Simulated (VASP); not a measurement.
# TiSi16 (a cell with a defect) in VASP: relaxation of the atoms with PBE

Aim: the relaxation of the atoms of TiSi16 (a cell with a defect) with PBE.

All numbers are computed with VASP 6.6.1; they aren't measurements. Logs are shortened: lines on timing, memory, paths and dates and some standing lists are left out, and cuts for length are marked.

### 1 The cell of the first run

The cell holds a defect, 17 atoms: a = 7.679 Å, b = 7.679 Å, c = 7.679 Å, α = 60.00°, β = 60.00°, γ = 60.00°.

### 2 Relaxation of the atoms, PBE

Contents of INCAR:

```
SYSTEM = TiSi16
  ALGO = Normal
  EDIFF = 1E-7
  EDIFFG = -0.03
  ENCUT = 520
  GGA = PE
  IBRION = 2
  ISIF = 2
  ISMEAR = 0
  LASPH = .TRUE.
  LCHARG = .FALSE.
  LREAL = Auto
  LWAVE = .FALSE.
  NELM = 80
  NSW = 80
  PREC = Accurate
  SIGMA = 0.02
```

Contents of KPOINTS:

```
k-points
0
G
  2 2 2
  0 0 0
```

Contents of POSCAR:

```
TiSi16
1.0
    0.0000000000      5.4300000000      5.4300000000
    5.4300000000      0.0000000000      5.4300000000
    5.4300000000      5.4300000000      0.0000000000
Si Ti
16 1
Direct
    0.0000000000      0.0000000000      0.0000000000
    0.1250000000      0.1250000000      0.1250000000
    0.0000000000      0.0000000000      0.5000000000
    0.1250000000      0.1250000000      0.6250000000
    0.0000000000      0.5000000000      0.0000000000
    0.1250000000      0.6250000000      0.1250000000
    0.0000000000      0.5000000000      0.5000000000
    0.1250000000      0.6250000000      0.6250000000
    0.5000000000      0.0000000000      0.0000000000
    0.6250000000      0.1250000000      0.1250000000
    0.5000000000      0.0000000000      0.5000000000
    0.6250000000      0.1250000000      0.6250000000
    0.5000000000      0.5000000000      0.0000000000
    0.6250000000      0.6250000000      0.1250000000
    0.5000000000      0.5000000000      0.5000000000
    0.6250000000      0.6250000000      0.6250000000
    0.2548894000      0.2551237000      0.7455618000
```

Potentials or basis: VASP PAW PBE potentials, release 64 (Si, Ti_sv).

Run with:

```bash
$ cat potpaw_PBE.64/Si/POTCAR potpaw_PBE.64/Ti_sv/POTCAR > POTCAR
$ mpirun -np 1 vasp_std > vasp.out
```

OUTCAR:

```text
SYSTEM = TiSi16
   EDIFF = 1E-7
   EDIFFG = -0.03
   ENCUT = 520
   GGA = PE
   IBRION = 2
   ISIF = 2
   ISMEAR = 0
   LASPH = .TRUE.
   LREAL = Auto
   NELM = 80
   NSW = 80
   PREC = Accurate

 ion  position               nearest neighbor table
   1  0.000  0.000  0.000-   2 2.35   4 2.35   6 2.35  10 2.35  17 2.77
   2  0.125  0.125  0.125-   1 2.35   3 2.35   5 2.35   9 2.35  17 2.38
   3  0.000  0.000  0.500-   2 2.35   4 2.35   8 2.35  12 2.35
   4  0.125  0.125  0.625-   1 2.35   3 2.35   7 2.35  11 2.35  17 2.39
   5  0.000  0.500  0.000-   2 2.35   6 2.35   8 2.35  14 2.35  17 2.71
   6  0.125  0.625  0.125-   1 2.35   5 2.35   7 2.35  13 2.35
   7  0.000  0.500  0.500-   4 2.35   6 2.35   8 2.35  16 2.35  17 2.72
   8  0.125  0.625  0.625-  17 2.32   5 2.35   7 2.35  15 2.35   3 2.35
   9  0.500  0.000  0.000-   2 2.35  10 2.35  12 2.35  14 2.35  17 2.71
  10  0.625  0.125  0.125-   1 2.35   9 2.35  11 2.35  13 2.35
  11  0.500  0.000  0.500-   4 2.35  10 2.35  12 2.35  16 2.35  17 2.72
  12  0.625  0.125  0.625-  17 2.32   9 2.35  11 2.35  15 2.35   3 2.35
  13  0.500  0.500  0.000-   6 2.35  10 2.35  14 2.35  16 2.35
  14  0.625  0.625  0.125-   5 2.35   9 2.35  13 2.35  15 2.35
  15  0.500  0.500  0.500-   8 2.35  12 2.35  14 2.35  16 2.35  17 2.66
  16  0.625  0.625  0.625-   7 2.35  11 2.35  13 2.35  15 2.35
  17  0.255  0.255  0.746-   8 2.32  12 2.32   2 2.38   4 2.39  15 2.66   5 2.71   9 2.71   7 2.72
                            11 2.72   1 2.77

  LATTYP: Found a face centered cubic cell.
 ALAT       =    10.8600000000

  Lattice vectors:

 A1 = (   0.0000000000,   5.4300000000,   5.4300000000)
 A2 = (   5.4300000000,   0.0000000000,   5.4300000000)
 A3 = (   5.4300000000,   5.4300000000,   0.0000000000)

Analysis of symmetry for initial positions (statically):
=====================================================================
 Subroutine PRICEL returns:
 Original cell was already a primitive cell.

 Routine SETGRP: Setting up the symmetry group for a
 face centered cubic supercell.

 Subroutine GETGRP returns: Found  1 space group operations
 (whereof  1 operations were pure point group operations)
 out of a pool of 48 trial point group operations.

The static configuration has the point symmetry C_1 .

Analysis of symmetry for dynamics (positions and initial velocities):
=====================================================================
 Subroutine PRICEL returns:
 Original cell was already a primitive cell.

 Routine SETGRP: Setting up the symmetry group for a
 face centered cubic supercell.

 Subroutine GETGRP returns: Found  1 space group operations
 (whereof  1 operations were pure point group operations)
 out of a pool of 48 trial point group operations.

The dynamic configuration has the point symmetry C_1 .

 Subroutine INISYM returns: Found  1 space group operations
 (whereof  1 operations are pure point group operations),
 and found     1 'primitive' translations

----------------------------------------------------------------------------------------

                                     Primitive cell

  volume of cell :     320.2060

  direct lattice vectors                    reciprocal lattice vectors
     0.000000000  5.430000000  5.430000000    -0.092081031  0.092081031  0.092081031
     5.430000000  0.000000000  5.430000000     0.092081031 -0.092081031  0.092081031
     5.430000000  5.430000000  0.000000000     0.092081031  0.092081031 -0.092081031

  length of vectors
     7.679179644  7.679179644  7.679179644     0.159489025  0.159489025  0.159489025

  position of ions in fractional coordinates (direct lattice)
     0.000000000  0.000000000  0.000000000
     0.125000000  0.125000000  0.125000000
     0.000000000  0.000000000  0.500000000
     0.125000000  0.125000000  0.625000000
     0.000000000  0.500000000  0.000000000
     0.125000000  0.625000000  0.125000000
[... 9 lines left out ...]
     0.625000000  0.625000000  0.625000000
     0.254889400  0.255123700  0.745561800

  ion indices of the primitive-cell ions
   primitive index   ion index
                 1           1
                 2           2
                 3           3
                 4           4
                 5           5
                 6           6
[... 9 lines left out ...]
                16          16
                17          17

----------------------------------------------------------------------------------------

 KPOINTS: k-points

Automatic generation of k-mesh.
 Grid dimensions read from file:
 generate k-points for:    2    2    2

 Generating k-lattice:

  Cartesian coordinates                     Fractional coordinates (reciprocal lattice)
    -0.046040516  0.046040516  0.046040516     0.500000000  0.000000000  0.000000000
     0.046040516 -0.046040516  0.046040516     0.000000000  0.500000000  0.000000000
     0.046040516  0.046040516 -0.046040516     0.000000000  0.000000000  0.500000000

  Length of vectors
     0.079744512  0.079744512  0.079744512

  Shift w.r.t. Gamma in fractional coordinates (k-lattice)
     0.000000000  0.000000000  0.000000000

 Subroutine IBZKPT returns following result:
 ===========================================

 Found      8 irreducible k-points:

 Following reciprocal coordinates:
            Coordinates               Weight
  0.000000  0.000000  0.000000      1.000000
  0.500000  0.000000  0.000000      1.000000
  0.000000  0.500000  0.000000      1.000000
  0.000000  0.000000  0.500000      1.000000
  0.500000  0.500000  0.500000      1.000000
  0.500000  0.500000  0.000000      1.000000
  0.000000  0.500000  0.500000      1.000000
  0.500000  0.000000  0.500000      1.000000
   k-points           NKPTS =      8   k-points in BZ     NKDIM =      8   number of bands    NBANDS=     47
   number of dos      NEDOS =    301   number of ions     NIONS =     17
   total plane-waves  NPLWV = 216000
   dimension x,y,z NGX =    60 NGY =   60 NGZ =   60
   dimension x,y,z NGXF=   120 NGYF=  120 NGZF=  120
   ions per type =              16   1
   NGX,Y,Z   is equivalent  to a cutoff of  12.99, 12.99, 12.99 a.u.
   NGXF,Y,Z  is equivalent  to a cutoff of  25.98, 25.98, 25.98 a.u.
 SYSTEM =  TiSi16
   PREC   = accura    normal or accurate (medium, high low for compatibility)
   ISTART =      0    job   : 0-new  1-cont  2-samecut
   ICHARG =      2    charge: 1-file 2-atom 10-const
   ISPIN  =      1    spin polarized calculation?
   LNONCOLLINEAR =      F non collinear calculations
   LSORBIT =      F    spin-orbit coupling
   LASPH  =      T    aspherical Exc in radial PAW
   ENCUT  =  520.0 eV  38.22 Ry    6.18 a.u.  14.28 14.28 14.28*2*pi/ulx,y,z
   NELM   =     80;   NELMIN=  2; NELMDL= -5     # of ELM steps
   EDIFF  = 0.1E-06   stopping-criterion for ELM
   LREAL  =      T    real-space projection
   EDIFFG = -.3E-01   stopping-criterion for IOM
   NSW    =     80    number of steps for IOM
   IBRION =      2    ionic relax: 0-MD 1-quasi-New 2-CG
   NFREE  =      1    steps in history (QN), initial steepest desc. (CG)
   ISIF   =      2    stress and relaxation
   ISYM   =      2    0-nonsym 1-usesym 2-fastsym
   POTIM  = 0.5000    time-step for ionic-motion
   TEBEG  =    0.0;   TEEND  =   0.0 temperature during run
   PSTRESS=    0.0 pullay stress
   NELECT =      76.0000    total number of electrons
   NUPDOWN=      -1.0000    fix difference up-down
   EMIN   =  10.00;   EMAX   =-10.00  energy-range for DOS
   EFERMI =   0.00;   METHOD = LEGACY
   ISMEAR =     0;   SIGMA  =   0.02  broadening in eV -4-tet -1-fermi 0-gaus
   EFERMI_NEDOS =   21; number of points for ismear=-14 and -15
   IALGO  =     38    algorithm
   IMIX   =      4    mixing-type and parameters
     AMIX     =   0.40;   BMIX     =  1.00
     AMIX_MAG =   1.60;   BMIX_MAG =  1.00
  volume/ion in A,a.u.               =      18.84       127.11
  Fermi-wavevector in a.u.,A,eV,Ry     =   1.013607  1.915439 13.978610  1.027399
  Thomas-Fermi vector in A             =   2.146786
   LORBIT       =      0    0 simple, 1 ext, 2 COOP (PROOUT), +10 PAW based schemes
   GGA     = PE    functional components
   LHFCALC =     F    Hartree Fock is set to
   AEXX    =    0.0000 exact exchange contribution
   IVDW    =     0    specifies the selected vdW correction
   LEPSILON=     F    determine dielectric tensor
   LRPA    =     F    only Hartree local field effects (RPA)
 conjugate gradient relaxation of ions
 non-spin polarized calculation
 Gauss-broadening in eV      SIGMA  =   0.02
  energy-cutoff  :      520.00
  volume of cell :      320.21
 maximum number of plane-waves:      8646
 NGX is ok and might be reduce to    60
   NGX = 29   NGY = 29   NGZ = 29

--------------------------------------- Ionic step        1  -------------------------------------------

 number of electron      76.0000005 magnetization

 Free energy of the ion-electron system (eV)
  ---------------------------------------------------
  ext. energy  EPLUGINS =         0.00000000
  ---------------------------------------------------
  free energy    TOTEN  =       -91.79130637 eV

  energy without entropy =      -91.77697012  energy(sigma->0) =      -91.78413824

------------------------ aborting loop because EDIFF is reached ----------------------------------------

  FORCE on cell =-STRESS in cart. coord.  units (eV):
  Direction    XX          YY          ZZ          XY          YZ          ZX
  --------------------------------------------------------------------------------------
  -------------------------------------------------------------------------------------
  Total        9.9316725      9.9330451      9.8567175     -0.7143444     -0.0532311     -0.0417285
  in kB       49.6939463     49.7008145     49.3189028     -3.5742814     -0.2663461     -0.2087922
  external PRESSURE =      49.5712212 kB  Pullay stress =       0.0000000 kB
[... 291 lines left out ...]
  energy  without entropy=      -92.1963940883  energy(sigma->0) =      -92.19915725

--------------------------------------- Ionic step        7  -------------------------------------------

 number of electron      75.9999998 magnetization

 Free energy of the ion-electron system (eV)
  ---------------------------------------------------
  ext. energy  EPLUGINS =         0.00000000
  ---------------------------------------------------
  free energy    TOTEN  =       -92.20202016 eV

  energy without entropy =      -92.19652641  energy(sigma->0) =      -92.19927329

 E-fermi :   6.9448     XC(G=0):  -9.7514

 val. band max:        6.8928172282   @ k =   0.5000   0.5000   0.0000
 cond. band min:       6.9554090309   @ k =   0.0000   0.0000   0.5000
 fundamental gap:      0.0625918027
 Fermi energy:         6.9448467832

 k-point     1 :       0.0000    0.0000    0.0000
  band No.  band energies     occupation
      1     -49.8824      2.00000
      2     -26.2612      2.00000
      3     -26.2563      2.00000
      4     -26.2463      2.00000
      5      -5.7205      2.00000
      6      -3.5114      2.00000
[... 433 lines left out ...]
  FREE ENERGIE OF THE ION-ELECTRON SYSTEM (eV)
  ---------------------------------------------------
  free  energy   TOTEN  =       -92.2020201642 eV

  energy  without entropy=      -92.1965264075  energy(sigma->0) =      -92.19927329

 reached required accuracy - stopping structural energy minimisation
```

It took 54 min on 1 thread of Oxide Virtual Turin-like, shared host; peak memory 0.53 GiB.

What came out:

```yaml
Free_energy: -92.2020 eV
Energy_gained_by_relaxing: 24.2 meV/atom
Ionic_steps: 7
Pressure_after_relaxing: 4.0 GPa
Largest_force_after_relaxing: 0.023 eV/Å
Band_gap_on_the_k_mesh: zero (bands 38 and 39 overlap by 0.42 eV)
```

Forces in eV/Å, atoms in the order of the input:
```
Si   0.001  0.001 -0.007
Si   0.012  0.012 -0.009
Si   0.000  0.000  0.010
Si  -0.009 -0.008 -0.007
Si   0.002 -0.011  0.012
Si   0.001 -0.001 -0.010
Si   0.013 -0.003  0.013
Si   0.014 -0.014  0.012
Si  -0.011  0.003  0.012
Si  -0.001  0.001 -0.010
Si  -0.003  0.013  0.012
Si  -0.013  0.013  0.011
Si   0.000  0.000 -0.005
Si   0.008  0.008 -0.002
Si   0.001  0.000 -0.010
Si  -0.008 -0.008 -0.002
Ti  -0.006 -0.004 -0.021
```

Stress tensor (GPa, compression positive):
```
 4.02 -0.08  0.00
-0.08  4.02  0.00
 0.00  0.00  4.02
```

The path:
| step | energy change (eV) | largest force (eV/Å) | pressure (GPa) |
| --- | --- | --- | --- |
| 1 | 0.0000 | 2.0818 | 4.96 |
| 2 | -0.3991 | 0.4286 | 3.99 |
| 3 | -0.4010 | 0.2949 | 4.01 |
| 4 | -0.4087 | 0.1845 | 4.00 |
| 5 | -0.4092 | 0.1036 | 4.01 |
| 6 | -0.4106 | 0.0528 | 4.02 |
| 7 | -0.4107 | 0.0230 | 4.02 |

Final structure:
```
Si Ti
1.0
     0.00000    5.43000    5.43000
     5.43000    0.00000    5.43000
     5.43000    5.43000    0.00000
Si Ti
16 1
Direct
  0.99700 0.99701 0.00305
  0.12117 0.12117 0.13657
  0.00110 0.00114 0.49900
  0.12124 0.12124 0.62115
  0.99685 0.50364 0.00271
  0.12949 0.62380 0.12338
  0.99687 0.50367 0.49682
  0.12044 0.63842 0.62057
  0.50363 0.99685 0.00272
  0.62380 0.12948 0.12338
  0.50366 0.99687 0.49682
  0.63838 0.12046 0.62058
  0.49992 0.49991 0.00008
  0.62361 0.62362 0.12312
  0.50330 0.50332 0.49669
  0.62364 0.62365 0.62961
  0.25080 0.25085 0.74930
```

Caveat: the k points lie up to 0.50 Å⁻¹ apart.

The gap in the log of VASP goes by the Fermi energy; the results here count the filled bands.